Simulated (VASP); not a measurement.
Write the native input for VASP 6.6.1 that does the following.

```
Task                   : single point
Functional             : PBE
Potentials or basis    : VASP PAW PBE potentials, release 64 (Be, Te)
Cutoff                 : 520 eV
k mesh                 : 8 × 8 × 8
Occupations            : gaussian, width 0.05 eV
Spin                   : no spin polarisation
Dipole correction      : no
Further INCAR settings : ALGO = Normal; EDIFF = 1e-07; NBANDS = 11
```

The structure of BeTe lies in POSCAR:

```
BeTe
1.0
    0.0000000000      2.7284500000      2.7700000000
    2.7284500000      0.0000000000      2.7700000000
    2.7284500000      2.7284500000      0.0000000000
Be Te
1 1
Direct
    0.0000000000      0.0000000000      0.0000000000
    0.7500000000      0.7500000000      0.7500000000
```

This cell differs from its parent crystal: strain -0.015 along x and y, +0.000 along z.

One way to write it, as run:

INCAR

```
SYSTEM = BeTe
PREC = Accurate
ENCUT = 520
EDIFF = 1E-7
ISMEAR = 0
SIGMA = 0.05
LREAL = .FALSE.
LASPH = .TRUE.
NELM = 100
ALGO = Normal
ISIF = 2
LWAVE = .FALSE.
LCHARG = .FALSE.
GGA = PE
NBANDS = 11
```

KPOINTS

```
Automatic mesh
0
G
  8 8 8
  0 0 0
```

Potentials or basis: VASP PAW PBE potentials, release 64 (Be, Te).

Command:

```sh
$ cat potpaw_PBE.64/Be/POTCAR potpaw_PBE.64/Te/POTCAR > POTCAR
$ mpirun -np 1 vasp_std > vasp.out
```

Results of the run:

```json
{"Pressure": "6.8 GPa", "Band gap on the k mesh": "1.70 eV, indirect (least direct gap 3.49 eV)"}
```

Caveat: the cell differs from its parent crystal (strain -0.015 along x and y, +0.000 along z); spin-orbit coupling is left out, which moves the levels of the heavy elements.

It took 39 s on 1 thread of AMD EPYC 7R43 64-Core Processor (Zen 3), on a shared host, peak memory 0.15 GiB.
